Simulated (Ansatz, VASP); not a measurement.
# Two plane-wave programs on SnSe5

```
Sn Se
1.0
     0.00000    4.09580    4.09580
     4.09580    0.00000    4.09580
     4.09580    4.09580    0.00000
Sn Se
1 5
Direct
  0.00000 0.00000 0.00000
  0.62258 0.62258 0.62258
  0.13225 0.62258 0.62258
  0.62258 0.62258 0.13225
  0.62258 0.13225 0.62258
  0.25000 0.25000 0.25000
```

Change from the starting cell: species swapped into the Be5Au type (F-43m, No. 216).

Alike in both runs: functional PBE; k mesh 8 × 8 × 8; occupations gaussian, width 0.1 eV; no spin polarisation.

Ansatz relaxed the structure, and its values are those at the end. VASP's run is a single point on that final structure, the one shown.

```csv
,VASP,Ansatz
version,VASP 6.6.1,Ansatz 0.2.0
potentials or method,"VASP PAW PBE potentials, release 64 (Sn_d, Se), cutoff 520 eV","scalar-relativistic, plane waves, PAW"
valence electrons in the cell,44,94
```

|  | VASP | Ansatz | Ansatz less VASP |
| --- | --- | --- | --- |
| gap on the k mesh at the Fermi level (eV) | none | none | - |
| pressure (GPa) | 0.0 | 0.0 | 0.00 |
| rms of the force components (eV/Å) | 0.006 | 0.005 | -0.0007 |

A gap of «none» marks a metal or a gap that the smearing closes. The functional is the same, so the differences come from potentials, cutoffs and numerics. VASP's potentials hold 44 valence electrons a cell and Ansatz's 94, so a difference there can come from the potentials and not from the codes.
